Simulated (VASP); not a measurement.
# Ta3SiO4 (Pm-3m) in VASP: a series of runs

Ta3SiO4 is run at these levels: PBE; tasks: relaxation of cell and atoms, single point.

All numbers are computed with VASP 6.6.1; they aren't measurements. Logs are shortened: lines on timing, memory, paths and dates and some standing lists are left out, and cuts for length are marked.

## (1) The cell of the first run

Symmetry: Pm-3m, No. 221, cubic system. The conventional cell has a = 4.873 Å, b = 4.873 Å, c = 4.873 Å, α = 90.00°, β = 90.00°, γ = 90.00°. Ta (site symmetry 4/mmm) has 6 O at 2.44 Å within 3.2 Å. Si (site symmetry m-3m) has 6 O at 2.44 Å within 3.2 Å. O (site symmetry 4/mmm) has 4 Ta at 2.44 Å and 2 Si at 2.44 Å within 3.2 Å. O (site symmetry m-3m) has 6 Ta at 2.44 Å within 3.2 Å.

## (2) Relaxation of cell and atoms, PBE, collinear spin, ferromagnetic start

File INCAR:

```
SYSTEM = Ta3SiO4
  ALGO = Normal
  EDIFF = 1E-6
  EDIFFG = -0.04
  ENCUT = 600
  GGA = PE
  IBRION = 2
  ISIF = 3
  ISMEAR = 0
  ISPIN = 2
  LASPH = .True.
  LCHARG = .False.
  LMAXMIX = 4
  LORBIT = 11
  LREAL = .False.
  LWAVE = .False.
  MAGMOM = 1 1 1 0 0 0 0 0
  NELM = 150
  NSW = 90
  PREC = Accurate
  SIGMA = 0.1
```

File KPOINTS:

```
k-points
0
Gamma
  4 4 4
  0 0 0
```

File POSCAR:

```
Ta3SiO4
1.0
    4.8732149300      0.0000000000      0.0000000000
    0.0000000000      4.8732149300      0.0000000000
    0.0000000000      0.0000000000      4.8732149300
Ta Si O
3 1 4
Direct
    0.0000000000      0.5000000000      0.5000000000
    0.5000000000      0.0000000000      0.5000000000
    0.5000000000      0.5000000000      0.0000000000
    0.0000000000      0.0000000000      0.0000000000
    0.5000000000      0.0000000000      0.0000000000
    0.0000000000      0.5000000000      0.0000000000
    0.0000000000      0.0000000000      0.5000000000
    0.5000000000      0.5000000000      0.5000000000
```

Potentials or basis: VASP PAW PBE potentials, release 64 (Ta_pv, Si, O).

Started as:

```
$ cat potpaw_PBE.64/Ta_pv/POTCAR potpaw_PBE.64/Si/POTCAR potpaw_PBE.64/O/POTCAR > POTCAR
$ mpirun -np 1 vasp_std > vasp.out
```

OUTCAR:

```text
SYSTEM = Ta3SiO4
   EDIFF = 1E-6
   EDIFFG = -0.04
   ENCUT = 600
   GGA = PE
   IBRION = 2
   ISIF = 3
   ISMEAR = 0
   ISPIN = 2
   LASPH = .True.
   LORBIT = 11
   LREAL = .False.
   NELM = 150
   NSW = 90
   PREC = Accurate

 ion  position               nearest neighbor table
   1  0.000  0.500  0.500-   6 2.44   7 2.44   8 2.44   6 2.44   7 2.44   8 2.44   3 3.45   2 3.45
                             2 3.45   2 3.45   3 3.45   3 3.45   3 3.45   2 3.45
   2  0.500  0.000  0.500-   5 2.44   7 2.44   8 2.44   5 2.44   8 2.44   7 2.44   3 3.45   1 3.45
                             3 3.45   1 3.45   3 3.45   1 3.45   3 3.45   1 3.45
   3  0.500  0.500  0.000-   5 2.44   6 2.44   8 2.44   8 2.44   5 2.44   6 2.44   2 3.45   2 3.45
                             2 3.45   1 3.45   2 3.45   1 3.45   1 3.45   1 3.45
   4  0.000  0.000  0.000-   5 2.44   6 2.44   7 2.44   7 2.44   6 2.44   5 2.44
   5  0.500  0.000  0.000-   2 2.44   3 2.44   4 2.44   2 2.44   3 2.44   4 2.44
   6  0.000  0.500  0.000-   1 2.44   3 2.44   4 2.44   1 2.44   4 2.44   3 2.44
   7  0.000  0.000  0.500-   1 2.44   2 2.44   4 2.44   4 2.44   1 2.44   2 2.44
   8  0.500  0.500  0.500-   1 2.44   2 2.44   3 2.44   3 2.44   2 2.44   1 2.44

  LATTYP: Found a simple cubic cell.
 ALAT       =     4.8732149300

  Lattice vectors:

 A1 = (   4.8732149300,   0.0000000000,   0.0000000000)
 A2 = (   0.0000000000,   4.8732149300,   0.0000000000)
 A3 = (   0.0000000000,   0.0000000000,   4.8732149300)

Analysis of symmetry for initial positions (statically):
=====================================================================
 Subroutine PRICEL returns:
 Original cell was already a primitive cell.

 Routine SETGRP: Setting up the symmetry group for a
 simple cubic supercell.

 Subroutine GETGRP returns: Found 48 space group operations
 (whereof 48 operations were pure point group operations)
 out of a pool of 48 trial point group operations.

The static configuration has the point symmetry O_h .

Analysis of symmetry for dynamics (positions and initial velocities):
=====================================================================
 Subroutine PRICEL returns:
 Original cell was already a primitive cell.

 Routine SETGRP: Setting up the symmetry group for a
 simple cubic supercell.

 Subroutine GETGRP returns: Found 48 space group operations
 (whereof 48 operations were pure point group operations)
 out of a pool of 48 trial point group operations.

The dynamic configuration has the point symmetry O_h .

Analysis of structural, dynamic, and magnetic symmetry:
=====================================================================
 Subroutine PRICEL returns:
 Original cell was already a primitive cell.

 Routine SETGRP: Setting up the symmetry group for a
 simple cubic supercell.

 Subroutine GETGRP returns: Found 48 space group operations
 (whereof 48 operations were pure point group operations)
 out of a pool of 48 trial point group operations.

The overall configuration has the point symmetry O_h .

 Subroutine INISYM returns: Found 48 space group operations
 (whereof 48 operations are pure point group operations),
 and found     1 'primitive' translations

----------------------------------------------------------------------------------------

                                     Primitive cell

  volume of cell :     115.7302

  direct lattice vectors                    reciprocal lattice vectors
     4.873214930  0.000000000  0.000000000     0.205203344  0.000000000  0.000000000
     0.000000000  4.873214930  0.000000000     0.000000000  0.205203344  0.000000000
     0.000000000  0.000000000  4.873214930     0.000000000  0.000000000  0.205203344

  length of vectors
     4.873214930  4.873214930  4.873214930     0.205203344  0.205203344  0.205203344

  position of ions in fractional coordinates (direct lattice)
     0.000000000  0.500000000  0.500000000
     0.500000000  0.000000000  0.500000000
     0.500000000  0.500000000  0.000000000
     0.000000000  0.000000000  0.000000000
     0.500000000  0.000000000  0.000000000
     0.000000000  0.500000000  0.000000000
     0.000000000  0.000000000  0.500000000
     0.500000000  0.500000000  0.500000000

  ion indices of the primitive-cell ions
   primitive index   ion index
                 1           1
                 2           2
                 3           3
                 4           4
                 5           5
                 6           6
                 7           7
                 8           8

----------------------------------------------------------------------------------------

 KPOINTS: k-points

Automatic generation of k-mesh.
 Grid dimensions read from file:
 generate k-points for:    4    4    4

 Generating k-lattice:

  Cartesian coordinates                     Fractional coordinates (reciprocal lattice)
     0.051300836  0.000000000  0.000000000     0.250000000  0.000000000  0.000000000
[... 56 lines left out ...]
   NUPDOWN=      -1.0000    fix difference up-down
   EMIN   =  10.00;   EMAX   =-10.00  energy-range for DOS
   EFERMI =   0.00;   METHOD = LEGACY
   ISMEAR =     0;   SIGMA  =   0.10  broadening in eV -4-tet -1-fermi 0-gaus
   EFERMI_NEDOS =   21; number of points for ismear=-14 and -15
   IALGO  =     38    algorithm
   IMIX   =      4    mixing-type and parameters
     AMIX     =   0.40;   BMIX     =  1.00
     AMIX_MAG =   1.60;   BMIX_MAG =  1.00
  volume/ion in A,a.u.               =      14.47        97.62
  Fermi-wavevector in a.u.,A,eV,Ry     =   1.322419  2.499010 23.793774  1.748793
  Thomas-Fermi vector in A             =   2.452102
   LORBIT       =     11    0 simple, 1 ext, 2 COOP (PROOUT), +10 PAW based schemes
   GGA     = PE    functional components
   LHFCALC =     F    Hartree Fock is set to
   AEXX    =    0.0000 exact exchange contribution
   IVDW    =     0    specifies the selected vdW correction
   LEPSILON=     F    determine dielectric tensor
   LRPA    =     F    only Hartree local field effects (RPA)
 conjugate gradient relaxation of ions
 spin polarized calculation
 Gauss-broadening in eV      SIGMA  =   0.10
  energy-cutoff  :      600.00
  volume of cell :      115.73
 maximum number of plane-waves:      3900
 NGX is ok and might be reduce to    40
   NGX = 19   NGY = 19   NGZ = 19

--------------------------------------- Ionic step        1  -------------------------------------------

 number of electron      60.9999983 magnetization       2.4609600

 Free energy of the ion-electron system (eV)
  ---------------------------------------------------
  ext. energy  EPLUGINS =         0.00000000
  ---------------------------------------------------
  free energy    TOTEN  =       -63.47920256 eV

  energy without entropy =      -63.44044189  energy(sigma->0) =      -63.45982222

------------------------ aborting loop because EDIFF is reached ----------------------------------------

  FORCE on cell =-STRESS in cart. coord.  units (eV):
  Direction    XX          YY          ZZ          XY          YZ          ZX
  --------------------------------------------------------------------------------------
  -------------------------------------------------------------------------------------
  Total      -19.3640572    -19.3640572    -19.3640572     -0.0000000     -0.0000000      0.0000000
  in kB     -268.0774240   -268.0774240   -268.0774240     -0.0000000     -0.0000000      0.0000000
  external PRESSURE =    -268.0774240 kB  Pullay stress =       0.0000000 kB
[... 27 lines left out ...]
  energy  without entropy=      -63.4404418872  energy(sigma->0) =      -63.45982222

--------------------------------------- Ionic step        2  -------------------------------------------

 number of electron      61.0000003 magnetization       0.0009446

 E-fermi :  10.4585     XC(G=0): -13.3203

 val. band max:       10.4429125491   @ k =   0.5000   0.0000   0.0000
 cond. band min:      10.5002974959   @ k =   0.2500   0.2500   0.2500
 fundamental gap:      0.0573849468
 Fermi energy:        10.4585373764

 spin component 1

 k-point     1 :       0.0000    0.0000    0.0000
  band No.  band energies     occupation
      1     -25.9902      1.00000
      2     -25.9902      1.00000
      3     -25.9902      1.00000
      4     -25.5371      1.00000
      5     -25.5371      1.00000
      6     -25.5371      1.00000
[... 851 lines left out ...]
  energy  without entropy=      -64.6363128409  energy(sigma->0) =      -64.65422234

--------------------------------------- Ionic step        3  -------------------------------------------

 number of electron      60.9999984 magnetization      -0.0028282

 Free energy of the ion-electron system (eV)
  ---------------------------------------------------
  ext. energy  EPLUGINS =         0.00000000
  ---------------------------------------------------
  free energy    TOTEN  =       -65.93202892 eV

  energy without entropy =      -65.89057300  energy(sigma->0) =      -65.91130096

 E-fermi :   8.5695     XC(G=0): -12.5301

 val. band max:        8.5229857555   @ k =   0.5000   0.2500   0.2500
 cond. band min:       8.6002213947   @ k =   0.2500   0.2500   0.0000
 fundamental gap:      0.0772356392
 Fermi energy:         8.5695364962

 spin component 1

 k-point     1 :       0.0000    0.0000    0.0000
  band No.  band energies     occupation
      1     -27.7835      1.00000
      2     -27.7835      1.00000
      3     -27.7835      1.00000
      4     -27.5362      1.00000
      5     -27.5362      1.00000
      6     -27.5362      1.00000
[... 847 lines left out ...]
  FREE ENERGIE OF THE ION-ELECTRON SYSTEM (eV)
  ---------------------------------------------------
  free  energy   TOTEN  =       -65.9320289182 eV

  energy  without entropy=      -65.8905729984  energy(sigma->0) =      -65.91130096

 reached required accuracy - stopping structural energy minimisation

 total charge

# of ion       s       p       d       tot
------------------------------------------
    1        0.229   6.119   2.344   8.692
    2        0.229   6.119   2.344   8.692
    3        0.229   6.119   2.344   8.692
    4        0.962   0.543   0.000   1.505
    5        1.595   3.391   0.000   4.986
    6        1.595   3.391   0.000   4.986
    7        1.595   3.391   0.000   4.986
    8        1.559   3.466   0.000   5.025
--------------------------------------------------
tot          7.991  32.539   7.032  47.562

 magnetization (x)

# of ion       s       p       d       tot
------------------------------------------
    1       -0.000  -0.000  -0.001  -0.001
    2       -0.000  -0.000  -0.001  -0.001
    3       -0.000  -0.000  -0.001  -0.001
    4       -0.000  -0.000   0.000  -0.000
    5       -0.000  -0.000   0.000  -0.000
    6       -0.000  -0.000   0.000  -0.000
    7       -0.000  -0.000   0.000  -0.000
    8       -0.000  -0.000   0.000  -0.000
--------------------------------------------------
tot         -0.000  -0.000  -0.002  -0.002
```

It took 5 min on 1 thread of Intel Xeon Platinum 8259CL at 2.50GHz (Skylake/Cascade Lake), shared host; peak memory 0.33 GiB.

Results:

```yaml
Free_energy: -65.9320 eV
Relaxed_volume: 11.53 Å³/atom
Relaxed_cell: a = 4.519 Å, b = 4.519 Å, c = 4.519 Å, α = 90.00°, β = 90.00°, γ = 90.00°
Space_group_after_relaxing_to_0.05_Å: Pm-3m (No. 221)
Energy_gained_by_relaxing: 306.6 meV/atom
Ionic_steps: 3
Pressure_after_relaxing: -0.5 GPa
Net_moment: 0.00 μB per cell
Valence_electrons_inside_the_program's_atomic_spheres: Ta 8.69; Si 1.50; O 4.99, 5.03
```

Step by step:
```csv
step,energy change (eV),largest force (eV/Å),pressure (GPa),volume (Å³)
1,0.0000,0.0000,-26.81,115.73
2,-1.1929,0.0000,37.91,79.74
3,-2.4528,0.0000,-0.49,92.27
```

Final structure:
```
Ta Si O
1.0
     4.51876    0.00000    0.00000
     0.00000    4.51876    0.00000
     0.00000    0.00000    4.51876
Ta Si O
3 1 4
Direct
  0.00000 0.50000 0.50000
  0.50000 0.00000 0.50000
  0.50000 0.50000 0.00000
  0.00000 0.00000 0.00000
  0.50000 0.00000 0.00000
  0.00000 0.50000 0.00000
  0.00000 0.00000 0.50000
  0.50000 0.50000 0.50000
```

Levels at points of the mesh, in eV from the Fermi level:
Spin up:
```csv
k point,band 26,band 27,band 28,band 29,band 30,band 31,band 32,band 33,band 34,band 35
"(0.00, 0.00, 0.00)",-5.76,-4.02,-4.02,-4.02,-0.56,-0.47,-0.47,-0.47,0.60,0.60
"(0.50, 0.00, 0.00)",-3.50,-2.62,-1.47,-0.72,-0.72,-0.52,-0.22,-0.22,1.06,1.13
"(0.50, 0.50, 0.00)",-1.06,-0.54,-0.16,-0.14,-0.14,-0.06,-0.06,0.46,0.74,1.11
"(0.50, 0.50, 0.50)",-0.22,-0.22,-0.22,0.12,0.68,0.68,0.68,0.94,1.43,1.43
```
Spin down:
```
           k point  band 27  band 28  band 29  band 30  band 31  band 32  band 33  band 34
(0.00, 0.00, 0.00)    -4.02    -4.02    -4.02    -0.56    -0.47    -0.47    -0.47     0.60
(0.50, 0.00, 0.00)    -2.62    -1.47    -0.72    -0.72    -0.52    -0.22    -0.22     1.05
(0.50, 0.50, 0.00)    -0.54    -0.17    -0.14    -0.14    -0.06    -0.06     0.46     0.74
(0.50, 0.50, 0.50)    -0.22    -0.22     0.12     0.68     0.68     0.68     0.94     1.43
```

Caveat: the volume moved by over 15 % at a fixed basis, so the end points are rough; spin-orbit coupling is left out, which moves the levels of the heavy elements.

## (3) Single point, PBE

File INCAR:

```
ALGO = Normal ; EDIFF = 1E-7
ENCUT = 520 ; GGA = PE
ISIF = 2 ; ISMEAR = 0
LASPH = True ; LCHARG = True
LELF = True ; LREAL = False
LVHAR = True ; LWAVE = False
NBANDS = 40 ; NELM = 100
PREC = Accurate ; SIGMA = 0.1
```

File KPOINTS:

```
k-points
0
Gamma
  4 4 4
```

POSCAR is that of step 2.

Potentials or basis: VASP PAW PBE potentials, release 64 (Ta_pv, Si, O).

Started as:

```
$ cat potpaw_PBE.64/Ta_pv/POTCAR potpaw_PBE.64/Si/POTCAR potpaw_PBE.64/O/POTCAR > POTCAR
$ mpirun -np 1 vasp_std > vasp.out
```

Run time: 37 s. Hardware: 1 thread of Intel Xeon 6975P-C, shared host; peak memory 0.22 GiB.

It converged, with:

```yaml
Free_energy: -63.4391 eV
Pressure: -27.5 GPa
```

Levels at points of the mesh, in eV from the Fermi level:
| k point | band 29 | band 30 | band 31 | band 32 | band 33 | band 34 |
| --- | --- | --- | --- | --- | --- | --- |
| (0.00, 0.00, 0.00) | -2.85 | -1.45 | -0.23 | -0.23 | -0.23 | 0.34 |
| (0.50, 0.00, 0.00) | -0.86 | -0.46 | -0.46 | -0.09 | -0.09 | 0.81 |
| (0.50, 0.50, 0.00) | -0.25 | -0.06 | -0.03 | -0.03 | 0.38 | 0.48 |
| (0.50, 0.50, 0.50) | -0.12 | 0.47 | 0.47 | 0.47 | 0.60 | 1.00 |

Caveat: spin-orbit coupling is left out, which moves the levels of the heavy elements; an odd number of electrons without spin polarisation forces a metal; a magnetic or distorted state may lie lower.

## (4) Single point, PBE, collinear spin, ferromagnetic start

This run uses another cell than the first one, of 11.51 Å³/atom, 0.795 times its volume.

File INCAR:

```
SYSTEM = Ta3SiO4
PREC = Accurate
ENCUT = 520
EDIFF = 1E-6
ISMEAR = 0
SIGMA = 0.1
LREAL = .FALSE.
LASPH = .TRUE.
NELM = 150
ALGO = Normal
ISIF = 2
LWAVE = .FALSE.
LCHARG = .FALSE.
ISPIN = 2
MAGMOM = 1 1 1 0 0 0 0 0
LORBIT = 11
LMAXMIX = 4
GGA = PE
NBANDS = 44
```

File KPOINTS:

```
regular mesh
0
G
  4 4 4
  0 0 0
```

POSCAR, as its differences from that of step 3:

```diff
@@ -2,5 +2,5 @@
 1.0
-    4.8732149300      0.0000000000      0.0000000000
-    0.0000000000      4.8732149300      0.0000000000
-    0.0000000000      0.0000000000      4.8732149300
+    4.5153915109      0.0000000000      0.0000000000
+    0.0000000000      4.5153915109      0.0000000000
+    0.0000000000      0.0000000000      4.5153915109
 Ta Si O
```

Started as:

```
$ cat potpaw_PBE.64/Ta_pv/POTCAR potpaw_PBE.64/Si/POTCAR potpaw_PBE.64/O/POTCAR > POTCAR
$ mpirun -np 1 vasp_std > vasp.out
```

Run time: 86 s. Hardware: 1 thread of Intel Xeon 6975P-C, shared host; peak memory 0.27 GiB.

It converged, with:

```yaml
Free_energy: -65.8789 eV
Pressure: 0.1 GPa
Net_moment: 0.08 μB per cell
Valence_electrons_inside_the_program's_atomic_spheres: Ta 8.70; Si 1.51; O 4.99, 5.03
```

Levels at points of the mesh, in eV from the Fermi level:
Spin up:
```
           k point  band 28  band 29  band 30  band 31  band 32  band 33
(0.00, 0.00, 0.00)    -4.04    -4.04    -0.55    -0.48    -0.48    -0.48
(0.50, 0.00, 0.00)    -1.49    -0.73    -0.73    -0.52    -0.23    -0.23
(0.50, 0.50, 0.00)    -0.18    -0.15    -0.15    -0.06    -0.06     0.46
(0.50, 0.50, 0.50)    -0.22     0.12     0.68     0.68     0.68     0.94
```
Spin down:
```tsv
k point	band 28	band 29	band 30	band 31	band 32	band 33
(0.00, 0.00, 0.00)	-4.03	-4.03	-0.54	-0.46	-0.46	-0.46
(0.50, 0.00, 0.00)	-1.46	-0.72	-0.72	-0.51	-0.22	-0.22
(0.50, 0.50, 0.00)	-0.15	-0.14	-0.14	-0.05	-0.05	0.47
(0.50, 0.50, 0.50)	-0.21	0.14	0.69	0.69	0.69	0.96
```

Caveat: spin-orbit coupling is left out, which moves the levels of the heavy elements.

## (5) Summary

| task | spin | cell | cutoff (eV) | gap on the mesh (eV) | pressure (GPa) | moment (μB) |
| --- | --- | --- | --- | --- | --- | --- |
| relaxation of cell and atoms | collinear, ferromagnetic start | relaxed from a = 4.873 Å, 8 atoms | 600 | none | -0.5 | 0.00 |
| single point | off | a = 4.873 Å, 8 atoms | 520 | none | -27.5 | - |
| single point | collinear, ferromagnetic start | a = 4.515 Å, 8 atoms | 520 | none | 0.1 | 0.08 |

Alike in all rows: level PBE; potentials or basis VASP PAW PBE potentials, release 64 (Ta_pv, Si, O); k mesh 4 × 4 × 4; smearing gaussian 0.1 eV.

Caveats: spin-orbit coupling is left out, which moves the levels of the heavy elements; the volume moved by over 15 % at a fixed basis, so the end points are rough (some runs); an odd number of electrons without spin polarisation forces a metal (some runs); a magnetic or distorted state may lie lower (some runs).

Absolute energies hang on the potentials; compare differences alone.
